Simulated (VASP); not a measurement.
# Si3N4 (P6_3/m) in VASP: settings compared, part 2 of 2

VASP 6.6.1.

## 3. Electric field gradients, LDA

File INCAR:

```
PREC = Accurate ; ENCUT = 520
EDIFF = 1E-8 ; ISMEAR = -1
SIGMA = 0.02 ; LREAL = F
LASPH = T ; NELM = 80
ALGO = Normal ; ISIF = 2
LWAVE = F ; LCHARG = F
LEFG = T ; NBANDS = 45
```

File KPOINTS:

```
regular mesh
0
Gamma
  4 4 10
```

File POSCAR:

```
Si3N4
1.0
    7.6020000000      0.0000000000      0.0000000000
   -3.8010000000      6.5835251196      0.0000000000
    0.0000000000      0.0000000000      2.9060000000
Si N
6 8
Direct
    0.7679630109      0.1740750249      0.2500000000
    0.5938879860      0.7679630109      0.7500000000
    0.8259249751      0.5938879860      0.2500000000
    0.2320369891      0.8259249751      0.7500000000
    0.4061120140      0.2320369891      0.2500000000
    0.1740750249      0.4061120140      0.7500000000
    0.0299534913      0.3298803413      0.2500000000
    0.7000731499      0.0299534913      0.7500000000
    0.6701196587      0.7000731499      0.2500000000
    0.9700465087      0.6701196587      0.7500000000
    0.2999268501      0.9700465087      0.2500000000
    0.3298803413      0.2999268501      0.7500000000
    0.6666666667      0.3333333333      0.2500000000
    0.3333333333      0.6666666667      0.7500000000
```

Potentials or basis: VASP PAW LDA potentials, release 64 (Si, N).

On the command line:

```bash
cat potpaw_LDA.64/Si/POTCAR potpaw_LDA.64/N/POTCAR > POTCAR
mpirun -np 1 vasp_std > vasp.out
```

OUTCAR:

```text
PREC = Accurate
   ENCUT = 520
   EDIFF = 1E-8
   ISMEAR = -1
   LREAL = F
   LASPH = T
   NELM = 80
   ISIF = 2

 ion  position               nearest neighbor table
   1  0.768  0.174  0.250-  13 1.73   7 1.74   8 1.74   8 1.74   5 3.00   3 3.00   6 3.05   6 3.05
                             2 3.05   2 3.05
   2  0.594  0.768  0.750-  14 1.73   8 1.74   9 1.74   9 1.74   4 3.00   6 3.00   3 3.05   3 3.05
                             1 3.05   1 3.05
   3  0.826  0.594  0.250-  13 1.73   9 1.74  10 1.74  10 1.74   5 3.00   1 3.00   2 3.05   2 3.05
                             4 3.05   4 3.05
   4  0.232  0.826  0.750-  14 1.73  10 1.74  11 1.74  11 1.74   2 3.00   6 3.00   3 3.05   3 3.05
                             5 3.05   5 3.05
   5  0.406  0.232  0.250-  13 1.73  11 1.74  12 1.74  12 1.74   1 3.00   3 3.00   6 3.05   6 3.05
                             4 3.05   4 3.05
   6  0.174  0.406  0.750-  14 1.73  12 1.74   7 1.74   7 1.74   2 3.00   4 3.00   5 3.05   5 3.05
                             1 3.05   1 3.05
   7  0.030  0.330  0.250-   1 1.74   6 1.74   6 1.74
   8  0.700  0.030  0.750-   2 1.74   1 1.74   1 1.74
   9  0.670  0.700  0.250-   3 1.74   2 1.74   2 1.74
  10  0.970  0.670  0.750-   4 1.74   3 1.74   3 1.74
  11  0.300  0.970  0.250-   5 1.74   4 1.74   4 1.74
  12  0.330  0.300  0.750-   6 1.74   5 1.74   5 1.74
  13  0.667  0.333  0.250-   1 1.73   3 1.73   5 1.73
  14  0.333  0.667  0.750-   4 1.73   6 1.73   2 1.73

  LATTYP: Found a hexagonal cell.
 ALAT       =     7.6020000000
 C/A-ratio  =     0.3822678243

  Lattice vectors:

 A1 = (   7.6020000000,   0.0000000000,   0.0000000000)
 A2 = (  -3.8010000000,   6.5835251196,   0.0000000000)
 A3 = (   0.0000000000,   0.0000000000,   2.9060000000)

Analysis of symmetry for initial positions (statically):
=====================================================================
 Subroutine PRICEL returns:
 Original cell was already a primitive cell.

 Routine SETGRP: Setting up the symmetry group for a
 hexagonal supercell.

 Subroutine GETGRP returns: Found 12 space group operations
 (whereof  6 operations were pure point group operations)
 out of a pool of 24 trial point group operations.

The static configuration has the point symmetry S_6 .
 The point group associated with its full space group is C_6h.

Analysis of symmetry for dynamics (positions and initial velocities):
=====================================================================
 Subroutine PRICEL returns:
 Original cell was already a primitive cell.

 Routine SETGRP: Setting up the symmetry group for a
 hexagonal supercell.

 Subroutine GETGRP returns: Found 12 space group operations
 (whereof  6 operations were pure point group operations)
 out of a pool of 24 trial point group operations.

The dynamic configuration has the point symmetry S_6 .
 The point group associated with its full space group is C_6h.

 Subroutine INISYM returns: Found 12 space group operations
 (whereof  6 operations are pure point group operations),
 and found     1 'primitive' translations

[... 1305 lines left out ...]
  --------------------------------------------------------------------------------------
  -------------------------------------------------------------------------------------
  Total       -2.3152301     -2.3152301     -2.9014222     -0.0000000     -0.0000000      0.0000000
  in kB      -25.5048503    -25.5048503    -31.9624114     -0.0000002     -0.0000000      0.0000000
  external PRESSURE =     -27.6573707 kB  Pullay stress =       0.0000000 kB

 VOLUME and BASIS-vectors are now :
 -----------------------------------------------------------------------------
  energy-cutoff  :      520.00
  volume of cell :      145.44
      direct lattice vectors                 reciprocal lattice vectors
     7.602000000  0.000000000  0.000000000     0.131544330  0.075947155  0.000000000
    -3.801000000  6.583525120  0.000000000     0.000000000  0.151894309  0.000000000
     0.000000000  0.000000000  2.906000000     0.000000000  0.000000000  0.344115623

 POSITION                                       TOTAL-FORCE (eV/Angst)
 -----------------------------------------------------------------------------------
      5.17640      1.14603      0.72650        -0.026272      0.022622      0.000000
      1.59571      5.05590      2.17950        -0.032727     -0.011442     -0.000000
      4.02131      3.90988      0.72650        -0.006455     -0.034064      0.000000
     -1.37540      5.43750      2.17950         0.026272     -0.022622      0.000000
      2.20529      1.52762      0.72650         0.032727      0.011442      0.000000
     -0.22031      2.67365      2.17950         0.006455      0.034064      0.000000
     -1.02617      2.17178      0.72650        -0.000698      0.022293     -0.000000
      5.20810      0.19720      2.17950        -0.019656      0.010542      0.000000
      2.43327      4.60895      0.72650        -0.018958     -0.011751     -0.000000
      4.82717      4.41175      2.17950         0.000698     -0.022293      0.000000
     -1.40710      6.38633      0.72650         0.019656     -0.010542     -0.000000
      1.36773      1.97458      2.17950         0.018958      0.011751      0.000000
      3.80100      2.19451      0.72650        -0.000000      0.000000      0.000000
     -0.00000      4.38902      2.17950        -0.000000      0.000000     -0.000000
 -----------------------------------------------------------------------------------
    total drift:                               -0.000000      0.000000     -0.000000

  FREE ENERGIE OF THE ION-ELECTRON SYSTEM (eV)
  ---------------------------------------------------
  free  energy   TOTEN  =      -126.5251402951 eV

  energy  without entropy=     -126.5251402951  energy(sigma->0) =     -126.52514030

 Electric field gradients (V/A^2)
---------------------------------------------------------------------
 ion       V_xx      V_yy      V_zz      V_xy      V_xz      V_yz
---------------------------------------------------------------------
   1      -0.282     4.107    -3.824     7.384    -0.000     0.000
   2      -3.385     7.209    -3.824    -5.592     0.000    -0.000
   3       9.404    -5.580    -3.824    -1.791     0.000    -0.000
   4      -0.282     4.107    -3.824     7.384     0.000    -0.000
   5      -3.385     7.209    -3.824    -5.592     0.000     0.000
   6       9.404    -5.580    -3.824    -1.791    -0.000     0.000
   7       2.199   -26.733    24.534    28.651    -0.000     0.000
   8     -44.312    19.779    24.533    -1.796    -0.000     0.000
   9       5.312   -29.845    24.533   -26.853    -0.000    -0.000
  10       2.199   -26.733    24.534    28.651    -0.000    -0.000
  11     -44.312    19.779    24.533    -1.796     0.000     0.000
  12       5.312   -29.845    24.533   -26.853     0.000    -0.000
  13      21.868    21.869   -43.737     0.000     0.000    -0.000
  14      21.868    21.869   -43.737     0.000     0.000     0.000
---------------------------------------------------------------------

 Electric field gradients after diagonalization (V/A^2)
 (convention: |V_zz| > |V_xx| > |V_yy|)
----------------------------------------------------------------------
 ion       V_xx      V_yy      V_zz     asymmetry (V_yy - V_xx)/ V_zz
----------------------------------------------------------------------
   1      -5.791    -3.824     9.615       0.205
   2      -5.791    -3.824     9.615       0.205
   3      -5.791    -3.824     9.615       0.205
   4      -5.791    -3.824     9.615       0.205
   5      -5.791    -3.824     9.615       0.205
   6      -5.791    -3.824     9.615       0.205
   7      24.534    19.829   -44.362       0.106
   8      24.533    19.829   -44.362       0.106
   9      24.533    19.828   -44.362       0.106
  10      24.534    19.829   -44.362       0.106
  11      24.533    19.829   -44.362       0.106
  12      24.533    19.828   -44.362       0.106
  13      21.869    21.868   -43.737       0.000
  14      21.869    21.868   -43.737       0.000
----------------------------------------------------------------------

           NMR quadrupolar parameters

 Cq : quadrupolar parameter    Cq=e*Q*V_zz/h
 eta: asymmetry parameters     (V_yy - V_xx)/ V_zz
 Q  : nuclear electric quadrupole moment in mb (millibarn)
----------------------------------------------------------------------
 ion       Cq(MHz)       eta       Q (mb)
----------------------------------------------------------------------
   1       0.023       0.205       1.000
   2       0.023       0.205       1.000
   3       0.023       0.205       1.000
   4       0.023       0.205       1.000
   5       0.023       0.205       1.000
   6       0.023       0.205       1.000
   7      -0.107       0.106       1.000
   8      -0.107       0.106       1.000
   9      -0.107       0.106       1.000
  10      -0.107       0.106       1.000
  11      -0.107       0.106       1.000
  12      -0.107       0.106       1.000
  13      -0.106       0.000       1.000
  14      -0.106       0.000       1.000
----------------------------------------------------------------------
```

Wall time 2.5 min (1 thread of Intel Xeon Platinum 8259CL at 2.50GHz (Skylake/Cascade Lake), shared host); peak memory 0.28 GiB.

Results:

```
Free energy                             : -126.5251 eV
Pressure                                : -2.8 GPa
Largest force                           : 0.035 eV/Å
Band gap on the k mesh                  : 4.14 eV (least direct gap 4.34 eV)
Largest electric field gradient by atom : Si +9.6; N -44.4, -43.7 (each value once) V/Å²
```

Forces on the atoms (eV/Å):
```
Si  -0.026  0.023  0.000
Si  -0.033 -0.011  0.000
Si  -0.006 -0.034  0.000
Si   0.026 -0.023  0.000
Si   0.033  0.011  0.000
Si   0.006  0.034  0.000
N   -0.001  0.022  0.000
N   -0.020  0.011  0.000
N   -0.019 -0.012  0.000
N    0.001 -0.022  0.000
N    0.020 -0.011  0.000
N    0.019  0.012  0.000
N    0.000  0.000  0.000
N    0.000  0.000  0.000
```

Stress tensor (GPa, compression positive):
```
-2.55  0.00  0.00
 0.00 -2.55  0.00
 0.00  0.00 -3.20
```

Electric field gradients, principal values (V/Å²):
```tsv
atom	least	middle	greatest (by size)
1 Si	-3.824	-5.791	9.615
2 Si	-3.824	-5.791	9.615
3 Si	-3.824	-5.791	9.615
4 Si	-3.824	-5.791	9.615
5 Si	-3.824	-5.791	9.615
6 Si	-3.824	-5.791	9.615
7 N	19.829	24.534	-44.362
8 N	19.829	24.533	-44.362
9 N	19.828	24.533	-44.362
10 N	19.829	24.534	-44.362
11 N	19.829	24.533	-44.362
12 N	19.828	24.533	-44.362
13 N	21.868	21.869	-43.737
14 N	21.868	21.869	-43.737
```

Caveat: without QUAD_EFG the Cq values of the log hold for a quadrupole moment of 1 mb, not for the nuclei.

## 4. Electric field gradients, r2SCAN

POSCAR is that of step 3.

File INCAR.step1:

```
SYSTEM = Si3N4
PREC = Accurate
ENCUT = 520
ISMEAR = -1
SIGMA = 0.02
LREAL = .False.
LASPH = .True.
NELM = 60
NBANDS = 45
GGA = PE
ALGO = Normal
EDIFF = 1E-4
LWAVE = .True.
LCHARG = .False.
```

File INCAR.step2:

```
SYSTEM = Si3N4
PREC = Accurate
ENCUT = 520
EDIFF = 1E-8
ISMEAR = -1
SIGMA = 0.02
LREAL = .False.
LASPH = .True.
NELM = 60
ALGO = Normal
ISIF = 2
LWAVE = .False.
LCHARG = .False.
METAGGA = R2SCAN
LMIXTAU = .True.
LEFG = .True.
NBANDS = 45
ISTART = 1
```

File KPOINTS:

```
Automatic mesh
0
Gamma
  4 4 10
  0 0 0
```

Potentials or basis: VASP PAW PBE potentials, release 64 (Si, N).

On the command line:

```bash
cat potpaw_PBE.64/Si/POTCAR potpaw_PBE.64/N/POTCAR > POTCAR
cp INCAR.step1 INCAR
mpirun -np 1 vasp_std > vasp.out
cp INCAR.step2 INCAR
mpirun -np 1 vasp_std > vasp.out
```

OUTCAR:

```text
SYSTEM = Si3N4
   PREC = Accurate
   ENCUT = 520
   EDIFF = 1E-8
   ISMEAR = -1
   LREAL = .False.
   LASPH = .True.
   NELM = 60
   ISIF = 2
   METAGGA = R2SCAN
   ISTART = 1

 ion  position               nearest neighbor table
   1  0.768  0.174  0.250-  13 1.73   7 1.74   8 1.74   8 1.74   5 3.00   3 3.00   6 3.05   6 3.05
                             2 3.05   2 3.05
   2  0.594  0.768  0.750-  14 1.73   8 1.74   9 1.74   9 1.74   4 3.00   6 3.00   3 3.05   3 3.05
                             1 3.05   1 3.05
   3  0.826  0.594  0.250-  13 1.73   9 1.74  10 1.74  10 1.74   5 3.00   1 3.00   2 3.05   2 3.05
                             4 3.05   4 3.05
   4  0.232  0.826  0.750-  14 1.73  10 1.74  11 1.74  11 1.74   2 3.00   6 3.00   3 3.05   3 3.05
                             5 3.05   5 3.05
   5  0.406  0.232  0.250-  13 1.73  11 1.74  12 1.74  12 1.74   1 3.00   3 3.00   6 3.05   6 3.05
                             4 3.05   4 3.05
   6  0.174  0.406  0.750-  14 1.73  12 1.74   7 1.74   7 1.74   2 3.00   4 3.00   5 3.05   5 3.05
                             1 3.05   1 3.05
[... 1428 lines left out ...]
   6      -5.611    -3.985     9.596       0.169
   7      25.521    20.548   -46.069       0.108
   8      25.520    20.548   -46.068       0.108
   9      25.520    20.548   -46.068       0.108
  10      25.521    20.548   -46.069       0.108
  11      25.520    20.548   -46.068       0.108
  12      25.520    20.548   -46.068       0.108
  13      23.188    23.187   -46.375       0.000
  14      23.188    23.187   -46.375       0.000
----------------------------------------------------------------------

           NMR quadrupolar parameters

 Cq : quadrupolar parameter    Cq=e*Q*V_zz/h
 eta: asymmetry parameters     (V_yy - V_xx)/ V_zz
 Q  : nuclear electric quadrupole moment in mb (millibarn)
----------------------------------------------------------------------
 ion       Cq(MHz)       eta       Q (mb)
----------------------------------------------------------------------
   1       0.023       0.169       1.000
   2       0.023       0.169       1.000
   3       0.023       0.169       1.000
   4       0.023       0.169       1.000
   5       0.023       0.169       1.000
   6       0.023       0.169       1.000
   7      -0.111       0.108       1.000
   8      -0.111       0.108       1.000
   9      -0.111       0.108       1.000
  10      -0.111       0.108       1.000
  11      -0.111       0.108       1.000
  12      -0.111       0.108       1.000
  13      -0.112       0.000       1.000
  14      -0.112       0.000       1.000
----------------------------------------------------------------------
```

OSZICAR.step1:

```text
N       E                     dE             d eps       ncg     rms          rms(c)
DAV:   1     0.285047489061E+03    0.28505E+03   -0.31796E+04  2160   0.132E+03
DAV:   2    -0.107675961807E+03   -0.39272E+03   -0.37229E+03  2743   0.280E+02
DAV:   3    -0.130924744119E+03   -0.23249E+02   -0.23087E+02  2728   0.713E+01
DAV:   4    -0.131289645209E+03   -0.36490E+00   -0.36375E+00  2736   0.964E+00
DAV:   5    -0.131298828672E+03   -0.91835E-02   -0.91736E-02  2651   0.145E+00    0.296E+01
DAV:   6    -0.114627551680E+03    0.16671E+02   -0.58687E+01  2611   0.308E+01    0.132E+01
DAV:   7    -0.114533407001E+03    0.94145E-01   -0.30809E+00  2752   0.726E+00    0.631E+00
DAV:   8    -0.114486850653E+03    0.46556E-01   -0.17033E-01  2619   0.200E+00    0.217E+00
DAV:   9    -0.114486064640E+03    0.78601E-03   -0.38745E-02  2728   0.102E+00    0.309E-01
DAV:  10    -0.114487974028E+03   -0.19094E-02   -0.38545E-03  2480   0.274E-01    0.175E-01
DAV:  11    -0.114488700448E+03   -0.72642E-03   -0.93888E-04  2464   0.157E-01    0.279E-02
DAV:  12    -0.114488736865E+03   -0.36417E-04   -0.47860E-05  1904   0.398E-02
   1 F= -.11448874E+03 E0= -.11448874E+03  d E =-.142539E-11
```

Wall time 22 min (1 thread of Oxide Virtual Turin-like, shared host); peak memory 0.33 GiB.

What came out:

* Free energy: -144.1636 eV
* Pressure: -0.1 GPa
* Largest force: 0.039 eV/Å
* Band gap on the k mesh: 4.99 eV (least direct gap 5.19 eV)
* Largest electric field gradient by atom: Si +9.6; N -46.1, -46.4 (each value once) V/Å²

Forces in eV/Å, atoms in the order of the input:
```
Si   0.019  0.033  0.000
Si  -0.019  0.033  0.000
Si  -0.039  0.000  0.000
Si  -0.019 -0.033  0.000
Si   0.019 -0.033  0.000
Si   0.039  0.000  0.000
N    0.027  0.015  0.000
N    0.000  0.031  0.000
N   -0.026  0.015  0.000
N   -0.027 -0.015  0.000
N    0.000 -0.031  0.000
N    0.026 -0.015  0.000
N    0.000  0.000  0.000
N    0.000  0.000  0.000
```

Electric field gradients, principal values (V/Å²):
```tsv
atom	least	middle	greatest (by size)
1 Si	-3.985	-5.611	9.596
2 Si	-3.985	-5.611	9.596
3 Si	-3.985	-5.611	9.596
4 Si	-3.985	-5.611	9.596
5 Si	-3.985	-5.611	9.596
6 Si	-3.985	-5.611	9.596
7 N	20.548	25.521	-46.069
8 N	20.548	25.520	-46.068
9 N	20.548	25.520	-46.068
10 N	20.548	25.521	-46.069
11 N	20.548	25.520	-46.068
12 N	20.548	25.520	-46.068
13 N	23.187	23.188	-46.375
14 N	23.187	23.188	-46.375
```

Caveat: without QUAD_EFG the Cq values of the log hold for a quadrupole moment of 1 mb, not for the nuclei; the PAW data sets were made with another functional, which shifts forces and pressure a little. A k mesh can miss the band edges.

## 5. Overview

| level | potentials or basis | cell | gap on the mesh (eV) | pressure (GPa) | largest force (eV/Å) |
| --- | --- | --- | --- | --- | --- |
| PBE | VASP PAW PBE potentials, release 64 (Si, N) | as given, atomic positions A | 4.32 | 5.5 | 0.05 |
| LDA | VASP PAW LDA potentials, release 64 (Si, N) | as given, atomic positions B | 4.14 | -2.8 | 0.03 |
| r2SCAN | VASP PAW PBE potentials, release 64 (Si, N) | as given, atomic positions B | 4.99 | -0.1 | 0.04 |

Alike in all rows: task electric field gradients; no spin polarisation; k mesh 4 × 4 × 10; cutoff (eV) 520; smearing fermi-dirac 0.02 eV.

Caveats: the cell stands under pressure (at least some runs); the PAW data sets were made with another functional, which shifts forces and pressure a little (at least some runs).

Total energies depend on the potentials used, so only differences within one code and one set of settings carry meaning.
